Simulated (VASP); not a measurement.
# V (Im-3m) in VASP: notebook

The runs below take V through single point, with PBE.

Everything below comes from runs of VASP 6.6.1. Logs are shortened: lines on timing, memory, paths and dates and some standing lists are left out, and cuts for length are marked.

## 1. The cell of the first run

Symmetry: Im-3m, No. 229, cubic system. The conventional cell has a = 3.078 Å, b = 3.078 Å, c = 3.078 Å, α = 90.00°, β = 90.00°, γ = 90.00°. V (site symmetry m-3m) has 14 V at 2.67 to 3.08 Å within 3.5 Å.

## 2. Single point, PBE, collinear spin, ferromagnetic start

Input file INCAR:

```
SYSTEM = V
  ALGO = Normal
  EDIFF = 1E-7
  ENCUT = 520
  GGA = PE
  ISIF = 2
  ISMEAR = -1
  ISPIN = 2
  LASPH = .True.
  LCHARG = .True.
  LELF = .True.
  LMAXMIX = 4
  LORBIT = 11
  LREAL = .False.
  LVHAR = .True.
  LWAVE = .False.
  MAGMOM = 1
  NBANDS = 16
  NELM = 150
  PREC = Accurate
  SIGMA = 0.05
```

Input file KPOINTS:

```
k-points
0
Gamma
  11 11 11
  0 0 0
```

Input file POSCAR:

```
V
1.0
   -1.5391798229      1.5391798229      1.5391798229
    1.5391798229     -1.5391798229      1.5391798229
    1.5391798229      1.5391798229     -1.5391798229
V
1
Direct
    0.0000000000      0.0000000000      0.0000000000
```

Potentials or basis: VASP PAW PBE potentials, release 64 (V_sv).

On the command line:

```
cat potpaw_PBE.64/V_sv/POTCAR > POTCAR
mpirun -np 1 vasp_std > vasp.out
```

OUTCAR:

```text
SYSTEM = V
   EDIFF = 1E-7
   ENCUT = 520
   GGA = PE
   ISIF = 2
   ISMEAR = -1
   ISPIN = 2
   LASPH = .True.
   LORBIT = 11
   LREAL = .False.
   NELM = 150
   PREC = Accurate

 ion  position               nearest neighbor table
   1  0.000  0.000  0.000-

  LATTYP: Found a body centered cubic cell.
 ALAT       =     3.0783596458

  Lattice vectors:

 A1 = (  -1.5391798229,   1.5391798229,   1.5391798229)
 A2 = (   1.5391798229,  -1.5391798229,   1.5391798229)
 A3 = (   1.5391798229,   1.5391798229,  -1.5391798229)

Analysis of symmetry for initial positions (statically):
=====================================================================
 Subroutine PRICEL returns:
 Original cell was already a primitive cell.

 Routine SETGRP: Setting up the symmetry group for a
 body centered cubic supercell.

 Subroutine GETGRP returns: Found 48 space group operations
 (whereof 48 operations were pure point group operations)
 out of a pool of 48 trial point group operations.

The static configuration has the point symmetry O_h .

Analysis of symmetry for dynamics (positions and initial velocities):
=====================================================================
 Subroutine PRICEL returns:
 Original cell was already a primitive cell.

 Routine SETGRP: Setting up the symmetry group for a
 body centered cubic supercell.

 Subroutine GETGRP returns: Found 48 space group operations
 (whereof 48 operations were pure point group operations)
 out of a pool of 48 trial point group operations.

The dynamic configuration has the point symmetry O_h .

Analysis of structural, dynamic, and magnetic symmetry:
=====================================================================
 Subroutine PRICEL returns:
 Original cell was already a primitive cell.

 Routine SETGRP: Setting up the symmetry group for a
 body centered cubic supercell.

 Subroutine GETGRP returns: Found 48 space group operations
 (whereof 48 operations were pure point group operations)
 out of a pool of 48 trial point group operations.

The overall configuration has the point symmetry O_h .

 Subroutine INISYM returns: Found 48 space group operations
 (whereof 48 operations are pure point group operations),
 and found     1 'primitive' translations

----------------------------------------------------------------------------------------

                                     Primitive cell

  volume of cell :      14.5857
[... 94 lines left out ...]
   ISYM   =      2    0-nonsym 1-usesym 2-fastsym
   POTIM  = 0.5000    time-step for ionic-motion
   TEBEG  =    0.0;   TEEND  =   0.0 temperature during run
   PSTRESS=    0.0 pullay stress
   NELECT =      13.0000    total number of electrons
   NUPDOWN=      -1.0000    fix difference up-down
   EMIN   =  10.00;   EMAX   =-10.00  energy-range for DOS
   EFERMI =   0.00;   METHOD = LEGACY
   ISMEAR =    -1;   SIGMA  =   0.05  broadening in eV -4-tet -1-fermi 0-gaus
   EFERMI_NEDOS =   21; number of points for ismear=-14 and -15
   IALGO  =     38    algorithm
   IMIX   =      4    mixing-type and parameters
     AMIX     =   0.40;   BMIX     =  1.00
     AMIX_MAG =   1.60;   BMIX_MAG =  1.00
  volume/ion in A,a.u.               =      14.59        98.43
  Fermi-wavevector in a.u.,A,eV,Ry     =   1.575481  2.977228 33.771584  2.482141
  Thomas-Fermi vector in A             =   2.676459
   LORBIT       =     11    0 simple, 1 ext, 2 COOP (PROOUT), +10 PAW based schemes
   GGA     = PE    functional components
   LHFCALC =     F    Hartree Fock is set to
   AEXX    =    0.0000 exact exchange contribution
   IVDW    =     0    specifies the selected vdW correction
   LEPSILON=     F    determine dielectric tensor
   LRPA    =     F    only Hartree local field effects (RPA)
 spin polarized calculation
  energy-cutoff  :      520.00
  volume of cell :       14.59
 maximum number of plane-waves:       404
   NGX =  9   NGY =  9   NGZ =  9

 number of electron      13.0000009 magnetization       0.0000464

 Free energy of the ion-electron system (eV)
  ---------------------------------------------------
  ext. energy  EPLUGINS =         0.00000000
  ---------------------------------------------------
  free energy    TOTEN  =        -8.95327403 eV

  energy without entropy =       -8.93727888  energy(sigma->0) =       -8.94527645

 E-fermi :   8.7353     XC(G=0): -12.4805

 val. band max:        8.7047241028   @ k =  -0.4545   0.4545   0.1818
 cond. band min:       8.8216532478   @ k =  -0.1818   0.2727   0.0909
 fundamental gap:      0.1169291450
 Fermi energy:         8.7352567707

 spin component 1

 k-point     1 :       0.0000    0.0000    0.0000
  band No.  band energies     occupation
      1     -55.0821      1.00000
      2     -28.4956      1.00000
      3     -28.4956      1.00000
      4     -28.4956      1.00000
      5       2.3489      1.00000
      6       9.1326      0.00035
[... 435 lines left out ...]
      5       6.8459      1.00000
      6       7.6166      1.00000
[... 8 lines left out ...]
     15      37.0057      0.00000
     16      39.3023      0.00000

 [... further k-points ...]

 spin component 2

 k-point     1 :       0.0000    0.0000    0.0000
  band No.  band energies     occupation
      1     -55.0820      1.00000
      2     -28.4955      1.00000
      3     -28.4955      1.00000
      4     -28.4955      1.00000
      5       2.3489      1.00000
      6       9.1326      0.00035
[... 435 lines left out ...]
      5       6.8459      1.00000
      6       7.6167      1.00000
[... 8 lines left out ...]
     15      37.0057      0.00000
     16      39.3023      0.00000

 [... further k-points ...]
[... 5 lines left out ...]
  --------------------------------------------------------------------------------------
  -------------------------------------------------------------------------------------
  Total       -1.1186437     -1.1186437     -1.1186437     -0.0000000      0.0000000      0.0000000
  in kB     -122.8780468   -122.8780468   -122.8780468     -0.0000000      0.0000000      0.0000000
  external PRESSURE =    -122.8780468 kB  Pullay stress =       0.0000000 kB

 VOLUME and BASIS-vectors are now :
 -----------------------------------------------------------------------------
  energy-cutoff  :      520.00
  volume of cell :       14.59
      direct lattice vectors                 reciprocal lattice vectors
    -1.539179823  1.539179823  1.539179823     0.000000000  0.324848333  0.324848333
     1.539179823 -1.539179823  1.539179823     0.324848333  0.000000000  0.324848333
     1.539179823  1.539179823 -1.539179823     0.324848333  0.324848333  0.000000000

 POSITION                                       TOTAL-FORCE (eV/Angst)
 -----------------------------------------------------------------------------------
      0.00000      0.00000      0.00000        -0.000000      0.000000     -0.000000
 -----------------------------------------------------------------------------------
    total drift:                                0.000000     -0.000000      0.000000

  FREE ENERGIE OF THE ION-ELECTRON SYSTEM (eV)
  ---------------------------------------------------
  free  energy   TOTEN  =        -8.9532740265 eV

  energy  without entropy=       -8.9372788770  energy(sigma->0) =       -8.94527645

 total charge

# of ion       s       p       d       tot
------------------------------------------
    1        2.319   6.198   3.004  11.521

 magnetization (x)

# of ion       s       p       d       tot
------------------------------------------
    1        0.000   0.000   0.000   0.000
```

stdout:

```text
POSCAR found type information on POSCAR V
 POSCAR found :  1 types and       1 ions
 scaLAPACK will be used
 LDA part: xc-table for (Slater+PW92), standard interpolation
 POSCAR, INCAR and KPOINTS ok, starting setup
 FFT: planning ... GRIDC
 FFT: planning ... GRID_SOFT
 FFT: planning ... GRID
 WAVECAR not read
 entering main loop
```

Run time: 38 s. Hardware: 1 thread of Intel Xeon 8259CL, shared host; peak memory 0.14 GiB.

Results:

```
Free energy                                           : -8.9533 eV
Pressure                                              : -12.3 GPa
Net moment                                            : 0.00 μB per cell
Valence electrons inside the program's atomic spheres : V 11.52
```

Levels at points of the mesh, in eV from the Fermi level:
Spin up:
```tsv
k point	band 3	band 4	band 5	band 6	band 7	band 8	band 9	band 10
(0.00, 0.00, 0.00)	-37.23	-37.23	-6.39	0.40	0.40	0.40	2.21	2.21
```
Spin down:
```
           k point  band 3  band 4  band 5  band 6  band 7  band 8  band 9  band 10
(0.00, 0.00, 0.00)  -37.23  -37.23   -6.39    0.40    0.40    0.40    2.21     2.21
```

Caveat: the cell stands under tension.

## 3. Single point, PBE, collinear spin, ferromagnetic start

This run uses another cell than the first one, of 14.93 Å³/atom.

Input file INCAR:

```
SYSTEM = V
PREC     = Accurate       ! precision mode
ENCUT    = 520            ! plane-wave cutoff, eV
EDIFF    = 1E-6           ! SCF threshold, eV
ISMEAR   = -1             ! smearing method
SIGMA    = 0.05           ! smearing width, eV
LREAL    = .FALSE.        ! projectors in reciprocal space
LASPH    = .TRUE.         ! aspherical terms in the spheres
NELM     = 150            ! most SCF steps
ALGO     = Normal         ! electronic algorithm
ISIF     = 2              ! what is computed and relaxed
LWAVE    = .FALSE.        ! write WAVECAR
LCHARG   = .FALSE.        ! write CHGCAR
ISPIN    = 2              ! spin polarisation
MAGMOM   = 1              ! initial moments
LORBIT   = 11             ! projections on sites
LMAXMIX  = 4              ! l up to which the mixer works
GGA      = PE             ! functional
NBANDS   = 16             ! bands
```

Input file KPOINTS:

```
Automatic mesh
0
G
  11 11 11
  0 0 0
```

Input file POSCAR:

```
V
1.0
   -1.5512998481      1.5512998481      1.5512998481
    1.5512998481     -1.5512998481      1.5512998481
    1.5512998481      1.5512998481     -1.5512998481
V
1
Direct
    0.0000000000      0.0000000000      0.0000000000
```

Potentials or basis: VASP PAW PBE potentials, release 64 (V_sv).

On the command line:

```
cat potpaw_PBE.64/V_sv/POTCAR > POTCAR
mpirun -np 1 vasp_std > vasp.out
```

OUTCAR:

```text
SYSTEM = V
   PREC = Accurate
   ENCUT = 520
   EDIFF = 1E-6
   ISMEAR = -1
   LREAL = .FALSE.
   LASPH = .TRUE.
   NELM = 150
   ISIF = 2
   ISPIN = 2
   LORBIT = 11
   GGA = PE

 ion  position               nearest neighbor table
   1  0.000  0.000  0.000-

  LATTYP: Found a body centered cubic cell.
 ALAT       =     3.1025996962

  Lattice vectors:

 A1 = (  -1.5512998481,   1.5512998481,   1.5512998481)
 A2 = (   1.5512998481,  -1.5512998481,   1.5512998481)
 A3 = (   1.5512998481,   1.5512998481,  -1.5512998481)
[... 1118 lines left out ...]
  -------------------------------------------------------------------------------------
  Total       -1.4239967     -1.4239967     -1.4239967      0.0000000      0.0000000      0.0000000
  in kB     -152.7820456   -152.7820456   -152.7820456      0.0000000      0.0000000      0.0000000
  external PRESSURE =    -152.7820456 kB  Pullay stress =       0.0000000 kB

 VOLUME and BASIS-vectors are now :
 -----------------------------------------------------------------------------
  energy-cutoff  :      520.00
  volume of cell :       14.93
      direct lattice vectors                 reciprocal lattice vectors
    -1.551299848  1.551299848  1.551299848     0.000000000  0.322310352  0.322310352
     1.551299848 -1.551299848  1.551299848     0.322310352  0.000000000  0.322310352
     1.551299848  1.551299848 -1.551299848     0.322310352  0.322310352  0.000000000

 POSITION                                       TOTAL-FORCE (eV/Angst)
 -----------------------------------------------------------------------------------
      0.00000      0.00000      0.00000        -0.000000      0.000000      0.000000
 -----------------------------------------------------------------------------------
    total drift:                                0.000000     -0.000000      0.000000

  FREE ENERGIE OF THE ION-ELECTRON SYSTEM (eV)
  ---------------------------------------------------
  free  energy   TOTEN  =        -8.9234465047 eV

  energy  without entropy=       -8.9072849580  energy(sigma->0) =       -8.91536573

 total charge

# of ion       s       p       d       tot
------------------------------------------
    1        2.313   6.190   2.985  11.487

 magnetization (x)

# of ion       s       p       d       tot
------------------------------------------
    1        0.000   0.000   0.001   0.001
```

stdout:

```text
POSCAR found type information on POSCAR V
 POSCAR found :  1 types and       1 ions
 scaLAPACK will be used
 LDA part: xc-table for (Slater+PW92), standard interpolation
 POSCAR, INCAR and KPOINTS ok, starting setup
 FFT: planning ... GRIDC
 FFT: planning ... GRID_SOFT
 FFT: planning ... GRID
 WAVECAR not read
 entering main loop
```

Run time: 38 s. Hardware: 1 thread of Intel Xeon 8259CL, shared host; peak memory 0.14 GiB.

What came out:

```yaml
Free_energy: -8.9234 eV
Pressure: -15.3 GPa
Net_moment: 0.00 μB per cell
Valence_electrons_inside_the_program's_atomic_spheres: V 11.49
```

Caveat: the cell stands under tension.

## 4. Single point, PBE, collinear spin, ferromagnetic start

This run uses another cell than the first one, of 15.28 Å³/atom.

Input file INCAR:

```
SYSTEM = V
ALGO = Normal
EDIFF = 1E-6
ENCUT = 520
GGA = PE
ISIF = 2
ISMEAR = -1
ISPIN = 2
LASPH = .True.
LCHARG = .False.
LMAXMIX = 4
LORBIT = 11
LREAL = .False.
LWAVE = .False.
MAGMOM = 1
NBANDS = 16
NELM = 150
PREC = Accurate
SIGMA = 0.05
```

Input file KPOINTS:

```
k-points
0
Gamma
  11 11 11
  0 0 0
```

Input file POSCAR:

```
V
1.0
   -1.5632333928      1.5632333928      1.5632333928
    1.5632333928     -1.5632333928      1.5632333928
    1.5632333928      1.5632333928     -1.5632333928
V
1
Direct
    0.0000000000      0.0000000000      0.0000000000
```

On the command line:

```
cat potpaw_PBE.64/V_sv/POTCAR > POTCAR
mpirun -np 1 vasp_std > vasp.out
```

It took 42 s on 1 thread of Intel Xeon 8259CL, shared host; peak memory 0.14 GiB.

The run converged. Its results:

* Free energy: -8.8875 eV
* Pressure: -17.9 GPa
* Net moment: 0.00 μB per cell
* Valence electrons inside the program's atomic spheres: V 11.46

Levels at points of the mesh, in eV from the Fermi level:
Spin up:
| k point | band 3 | band 4 | band 5 | band 6 | band 7 | band 8 | band 9 | band 10 |
| --- | --- | --- | --- | --- | --- | --- | --- | --- |
| (0.00, 0.00, 0.00) | -37.35 | -37.35 | -6.27 | 0.38 | 0.38 | 0.38 | 2.09 | 2.09 |
Spin down:
```csv
k point,band 3,band 4,band 5,band 6,band 7,band 8,band 9,band 10
"(0.00, 0.00, 0.00)",-37.35,-37.35,-6.27,0.38,0.38,0.38,2.09,2.09
```

Caveat: the cell stands under tension.

## 5. Overview

| cell | gap on the mesh (eV) | pressure (GPa) | moment (μB) |
| --- | --- | --- | --- |
| a = 2.666 Å, angles 109.5°, 1 atom | none | -12.3 | 0.00 |
| a = 2.687 Å, angles 109.5°, 1 atom | none | -15.3 | 0.00 |
| a = 2.708 Å, angles 109.5°, 1 atom | none | -17.9 | 0.00 |

Alike in all rows: task single point; level PBE; potentials or basis VASP PAW PBE potentials, release 64 (V_sv); spin collinear, ferromagnetic start; k mesh 11 × 11 × 11; cutoff (eV) 520; smearing fermi-dirac 0.05 eV.

Caveats: the cell stands under tension.

Total energies depend on the potentials used, so only differences within one code and one set of settings carry meaning.
